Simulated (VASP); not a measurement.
# TmB3Au (P1) in VASP: relaxation of cell and atoms with PBE

Aim: the relaxation of cell and atoms of TmB3Au with PBE.

Program: VASP 6.6.1. These are calculated values, not measurements. Logs are shortened: lines on timing, memory, paths and dates and some standing lists are left out, and cuts for length are marked.

## (1) The cell of the first run

The typed cell holds 10 atoms: a = 4.989 Å, b = 5.084 Å, c = 5.362 Å, α = 90.34°, β = 90.82°, γ = 118.50°.

## (2) Relaxation of cell and atoms, PBE

INCAR

```
SYSTEM = TmB3Au
PREC     = Accurate       ! precision mode
ENCUT    = 500            ! plane-wave cutoff, eV
EDIFF    = 1E-7           ! SCF threshold, eV
ISMEAR   = 0              ! smearing method
SIGMA    = 0.2            ! smearing width, eV
LREAL    = .FALSE.        ! projectors in reciprocal space
LASPH    = .TRUE.         ! aspherical terms in the spheres
NELM     = 200            ! most SCF steps
ALGO     = Normal         ! electronic algorithm
ISIF     = 3              ! what is computed and relaxed
LWAVE    = .FALSE.        ! write WAVECAR
LCHARG   = .FALSE.        ! write CHGCAR
GGA      = PE             ! functional
IBRION   = 2              ! ionic algorithm
NSW      = 80             ! ionic steps
EDIFFG   = -0.025         ! ionic threshold
GGA_COMPAT= .FALSE.      
NELMIN   = 4            
LMAXMIX  = 6              ! l up to which the mixer works
```

KPOINTS

```
regular mesh
0
G
  6 6 4
  0 0 0
```

POSCAR

```
TmB3Au
1.0
    4.9889022704      0.0389201391     -0.0356798703
   -2.4607453059      4.4484449670     -0.0146030758
   -0.0382165462     -0.0401253367      5.3620328647
Tm B Au
2 6 2
Direct
    0.3459135661      0.6740906816      0.7573841793
    0.6512891558      0.3174157121      0.2398677687
    0.2204673023      0.7752591260      0.2607335517
    0.4526453662      0.2245361721      0.7514389879
    0.2360441167      0.4458690318      0.2462976627
    0.7644660238      0.2157948158      0.7558661417
    0.5513137609      0.7813847408      0.2546403300
    0.7813321140      0.5670873420      0.7430311618
   -0.0046406789      0.0014274273     -0.0148942539
    0.0011692731     -0.0028650495      0.5056344700
```

Potentials or basis: VASP PAW PBE potentials, release 64 (Tm_3, B, Au), 4f in core.

Run with:

```console
cat potpaw_PBE.64/Tm_3/POTCAR potpaw_PBE.64/B/POTCAR potpaw_PBE.64/Au/POTCAR > POTCAR
mpirun -np 1 vasp_std > vasp.out
```

OUTCAR:

```text
SYSTEM = TmB3Au
   PREC = Accurate
   ENCUT = 500
   EDIFF = 1E-7
   ISMEAR = 0
   LREAL = .FALSE.
   LASPH = .TRUE.
   NELM = 200
   ISIF = 3
   GGA = PE
   IBRION = 2
   NSW = 80
   EDIFFG = -0.025
   NELMIN = 4

 ion  position               nearest neighbor table
   1  0.346  0.674  0.757-   8 2.48   6 2.54   4 2.58   4 2.59   8 2.60   6 2.72   7 2.80   5 2.83
                             3 2.83   7 2.86   3 2.88   5 2.91   9 3.08  10 3.18   9 3.18  10 3.20
   2  0.651  0.317  0.240-   5 2.45   7 2.53   3 2.57   7 2.63   5 2.67   3 2.68   4 2.74   6 2.76
                             4 2.89   8 2.90   8 2.90   6 2.91   9 3.16   9 3.17  10 3.21  10 3.22
   3  0.220  0.775  0.261-   7 1.64   5 1.71  10 2.32   9 2.44   2 2.57   2 2.68   1 2.83   1 2.88

   4  0.453  0.225  0.751-   6 1.58   8 1.73  10 2.36   9 2.39   1 2.58   1 2.59   2 2.74   2 2.89

   5  0.236  0.446  0.246-   7 1.68   3 1.71   9 2.42   2 2.45  10 2.46   2 2.67   1 2.83   1 2.91

   6  0.764  0.216  0.756-   4 1.58   8 1.75   9 2.28  10 2.39   1 2.54   1 2.72   2 2.76   2 2.91

   7  0.551  0.781  0.255-   3 1.64   5 1.68  10 2.37   9 2.45   2 2.53   2 2.63   1 2.80   1 2.86

   8  0.781  0.567  0.743-   4 1.73   6 1.75   9 2.32  10 2.32   1 2.48   1 2.60   2 2.90   2 2.90

   9  0.995  0.001  0.985-   6 2.28   8 2.32   4 2.39   5 2.42   3 2.44   7 2.45  10 2.57  10 2.79
                             1 3.08   2 3.16   2 3.17   1 3.18   1 3.26   2 3.37
  10  0.001  0.997  0.506-   8 2.32   3 2.32   4 2.36   7 2.37   6 2.39   5 2.46   9 2.57   9 2.79
                             1 3.18   1 3.20   2 3.21   2 3.22   1 3.29   2 3.34

  LATTYP: Found a triclinic cell.
 ALAT       =     4.9891816658
 B/A-ratio  =     1.7351306040
 C/A-ratio  =     1.0747893220
 COS(alpha) =     0.0047560538
 COS(beta)  =     0.0143359083
 COS(gamma) =     0.8565419983

  Lattice vectors:

 A1 = (   4.9889022704,   0.0389201391,  -0.0356798703)
 A2 = (   7.4496475763,  -4.4095248279,  -0.0210767945)
 A3 = (   0.0382165462,   0.0401253367,  -5.3620328647)

Analysis of symmetry for initial positions (statically):
=====================================================================
 Subroutine PRICEL returns:
 Original cell was already a primitive cell.

 Routine SETGRP: Setting up the symmetry group for a
 triclinic supercell.

 Subroutine GETGRP returns: Found  1 space group operations
 (whereof  1 operations were pure point group operations)
 out of a pool of  2 trial point group operations.

The static configuration has the point symmetry C_1 .

[... 144 lines left out ...]
   EFERMI_NEDOS =   21; number of points for ismear=-14 and -15
   IALGO  =     38    algorithm
   IMIX   =      4    mixing-type and parameters
     AMIX     =   0.40;   BMIX     =  1.00
     AMIX_MAG =   1.60;   BMIX_MAG =  1.00
  volume/ion in A,a.u.               =      11.95        80.64
  Fermi-wavevector in a.u.,A,eV,Ry     =   1.286555  2.431236 22.520685  1.655224
  Thomas-Fermi vector in A             =   2.418622
   LORBIT       =      0    0 simple, 1 ext, 2 COOP (PROOUT), +10 PAW based schemes
   GGA     = PE    functional components
   LHFCALC =     F    Hartree Fock is set to
   AEXX    =    0.0000 exact exchange contribution
   IVDW    =     0    specifies the selected vdW correction
   LEPSILON=     F    determine dielectric tensor
   LRPA    =     F    only Hartree local field effects (RPA)
 conjugate gradient relaxation of ions
 non-spin polarized calculation
 Gauss-broadening in eV      SIGMA  =   0.20
  energy-cutoff  :      500.00
  volume of cell :      119.50
 maximum number of plane-waves:      3051
   NGX = 19   NGY = 19   NGZ = 19

--------------------------------------- Ionic step        1  -------------------------------------------

 number of electron      57.9999999 magnetization

 Free energy of the ion-electron system (eV)
  ---------------------------------------------------
  ext. energy  EPLUGINS =         0.00000000
  ---------------------------------------------------
  free energy    TOTEN  =       -57.35117731 eV

  energy without entropy =      -57.28936346  energy(sigma->0) =      -57.32027039

------------------------ aborting loop because EDIFF is reached ----------------------------------------

  FORCE on cell =-STRESS in cart. coord.  units (eV):
  Direction    XX          YY          ZZ          XY          YZ          ZX
  --------------------------------------------------------------------------------------
  -------------------------------------------------------------------------------------
  Total        7.2672263     -3.7384382      4.1081043     -1.5076225      0.9580951      0.7821692
  in kB       97.4342884    -50.1225711     55.0788158    -20.2132311     12.8455216     10.4868203
  external PRESSURE =      34.1301777 kB  Pullay stress =       0.0000000 kB
[... 113 lines left out ...]
  FREE ENERGIE OF THE ION-ELECTRON SYSTEM (eV)
  ---------------------------------------------------
  free  energy   TOTEN  =       -57.8050761696 eV

  energy  without entropy=      -57.7413975754  energy(sigma->0) =      -57.77323687

[... ionic steps 4 to 13 ...]

--------------------------------------- Ionic step       14  -------------------------------------------

 number of electron      57.9999999 magnetization

------------------------ aborting loop because EDIFF is reached ----------------------------------------
[... 83 lines left out ...]
--------------------------------------- Ionic step       16  -------------------------------------------

 number of electron      57.9999999 magnetization

 Free energy of the ion-electron system (eV)
  ---------------------------------------------------
  ext. energy  EPLUGINS =         0.00000000
  ---------------------------------------------------
  free energy    TOTEN  =       -57.87660000 eV

  energy without entropy =      -57.81411085  energy(sigma->0) =      -57.84535542

 E-fermi :   6.5054     XC(G=0): -11.9055

 val. band max:        6.4790305308   @ k =   0.3333   0.5000   0.2500
 cond. band min:       6.5306552027   @ k =   0.1667   0.1667   0.5000
 fundamental gap:      0.0516246720
 Fermi energy:         6.5054033869

 k-point     1 :       0.0000    0.0000    0.0000
  band No.  band energies     occupation
      1     -18.1009      2.00000
      2     -18.0037      2.00000
      3     -18.0036      2.00000
      4     -17.9736      2.00000
      5     -17.9355      2.00000
      6     -17.9353      2.00000
[... 901 lines left out ...]
     34      10.5701      0.00000
     35      10.9622      0.00000

 [... further k-points ...]
[... 5 lines left out ...]
  --------------------------------------------------------------------------------------
  -------------------------------------------------------------------------------------
  Total        0.0309185      0.0296936      0.0224137      0.0084668      0.0136100      0.0128524
  in kB        0.4087655      0.3925715      0.2963255      0.1119370      0.1799339      0.1699180
  external PRESSURE =       0.3658875 kB  Pullay stress =       0.0000000 kB
[... 25 lines left out ...]
  FREE ENERGIE OF THE ION-ELECTRON SYSTEM (eV)
  ---------------------------------------------------
  free  energy   TOTEN  =       -57.8765999959 eV

  energy  without entropy=      -57.8141108484  energy(sigma->0) =      -57.84535542

 reached required accuracy - stopping structural energy minimisation
```

OSZICAR:

```text
N       E                     dE             d eps       ncg     rms          rms(c)
DAV:   1     0.544672685909E+03    0.54467E+03   -0.23887E+04  5352   0.157E+03
DAV:   2     0.166544744861E+02   -0.52802E+03   -0.51760E+03  5496   0.526E+02
DAV:   3    -0.684633222557E+02   -0.85118E+02   -0.82344E+02  9063   0.137E+02
DAV:   4    -0.727354504074E+02   -0.42721E+01   -0.42007E+01  8512   0.324E+01
[... 149 lines left out ...]
DAV:   1    -0.578765323100E+02   -0.74828E-04   -0.24212E-02  6027   0.843E-01    0.494E-02
DAV:   2    -0.578766104586E+02   -0.78149E-04   -0.11775E-03  8114   0.247E-01    0.295E-02
DAV:   3    -0.578766023465E+02    0.81121E-05   -0.29342E-05  7848   0.419E-02    0.147E-02
DAV:   4    -0.578766000040E+02    0.23425E-05   -0.94437E-06  7744   0.175E-02    0.419E-03
DAV:   5    -0.578765999959E+02    0.80840E-08   -0.92890E-07  6536   0.579E-03
  16 F= -.57876600E+02 E0= -.57845355E+02  d E =-.142466E-03
```

CONTCAR:

```text
TmB3Au
   1.00000000000000
     5.0757512816623853   -0.0003442628856013   -0.0004534322346439
    -2.5377770900037731    4.3959942093793867   -0.0005242984428128
    -0.0005730594260439   -0.0002963558778141    5.4314304440569403
  Tm              B               Au
     2     6     2
Direct
     0.3332334429360201    0.6666152554753203    0.7500748275582323
     0.6667164468561306    0.3331929680047628    0.2498907904590840
     0.2236187940934330    0.7761796863996399    0.2502116760905704
     0.4474755676171389    0.2238083918922713    0.7494776166716376
     0.2238144490098324    0.4474797774743197    0.2505136814061787
     0.7762637500558264    0.2237951079241903    0.7494133962423111
     0.5525955359921791    0.7762689001206042    0.2502086291618981
     0.7763554611457829    0.5526968839021836    0.7497265183861258
     0.9999941336631359    0.0003230341185856    0.0002751818032942
     0.9999324186305206    0.9996399946881295    0.5002076821206586

  0.00000000E+00  0.00000000E+00  0.00000000E+00
  0.00000000E+00  0.00000000E+00  0.00000000E+00
  0.00000000E+00  0.00000000E+00  0.00000000E+00
  0.00000000E+00  0.00000000E+00  0.00000000E+00
  0.00000000E+00  0.00000000E+00  0.00000000E+00
  0.00000000E+00  0.00000000E+00  0.00000000E+00
  0.00000000E+00  0.00000000E+00  0.00000000E+00
  0.00000000E+00  0.00000000E+00  0.00000000E+00
  0.00000000E+00  0.00000000E+00  0.00000000E+00
  0.00000000E+00  0.00000000E+00  0.00000000E+00
```

Wall time 58 min (1 thread of Intel Xeon 6975P-C (Granite Rapids), shared host); peak memory 0.46 GiB.

Results:

```
Free energy                           : -57.8766 eV
Relaxed volume                        : 12.12 Å³/atom
Relaxed cell                          : a = 5.076 Å, b = 5.076 Å, c = 5.431 Å, α = 90.01°, β = 90.01°, γ = 120.00°
Space group after relaxing (to 0.1 Å) : P6_3/mmc (No. 194)
Energy gained by relaxing             : 52.5 meV/atom
Ionic steps                           : 16
Pressure after relaxing               : 0.0 GPa
Largest force after relaxing          : 0.019 eV/Å
Band gap on the k mesh                : zero (bands 29 and 30 overlap by 2.26 eV)
```

Forces on the atoms (eV/Å):
```
Tm   0.004  0.006  0.004
Tm  -0.007  0.005 -0.004
B    0.003  0.007  0.000
B   -0.006 -0.004  0.012
B   -0.002 -0.011 -0.016
B    0.006 -0.005  0.016
B    0.001  0.002 -0.001
B   -0.003 -0.002  0.002
Au   0.005 -0.008 -0.012
Au  -0.002  0.010 -0.001
```

The path:
| step | energy change (eV) | largest force (eV/Å) | pressure (GPa) | volume (Å³) |
| --- | --- | --- | --- | --- |
| 1 | 0.0000 | 2.2447 | 3.41 | 119.50 |
| 2 | -0.3007 | 1.4842 | -2.85 | 123.86 |
| 3 | -0.4539 | 0.5880 | -1.44 | 122.19 |
| 4 | -0.4938 | 0.5155 | 1.38 | 120.70 |
| 5 | -0.4956 | 0.4318 | 0.86 | 120.96 |
| 6 | -0.5153 | 0.1856 | -0.19 | 121.34 |
| 7 | -0.5156 | 0.1412 | -0.08 | 121.30 |
| 8 | -0.5206 | 0.0904 | -0.08 | 121.26 |
| 9 | -0.5218 | 0.1125 | -0.08 | 121.24 |
| 10 | -0.5234 | 0.0793 | 0.21 | 121.12 |
| 11 | -0.5234 | 0.0849 | 0.24 | 121.11 |
| 12 | -0.5246 | 0.0494 | -0.06 | 121.27 |
| 13 | -0.5247 | 0.0636 | -0.17 | 121.33 |
| 14 | -0.5252 | 0.0263 | -0.03 | 121.23 |
| 15 | -0.5253 | 0.0283 | 0.01 | 121.20 |
| 16 | -0.5254 | 0.0189 | 0.04 | 121.19 |

Final structure:
```
CELL_PARAMETERS angstrom
5.07575 -0.00034 -0.00045
-2.53778 4.39599 -0.00052
-0.00057 -0.00030 5.43143
ATOMIC_POSITIONS crystal
Tm 0.33323 0.66662 0.75007
Tm 0.66672 0.33319 0.24989
B 0.22362 0.77618 0.25021
B 0.44748 0.22381 0.74948
B 0.22381 0.44748 0.25051
B 0.77626 0.22380 0.74941
B 0.55260 0.77627 0.25021
B 0.77636 0.55270 0.74973
Au 0.99999 0.00032 0.00028
Au 0.99993 0.99964 0.50021
```

Caveat: spin-orbit coupling is left out, which moves the levels of the heavy elements; the 4f electrons are frozen in the core, so they carry no moment and show no levels.

The gap in the log of VASP goes by the Fermi energy; the results here count the filled bands.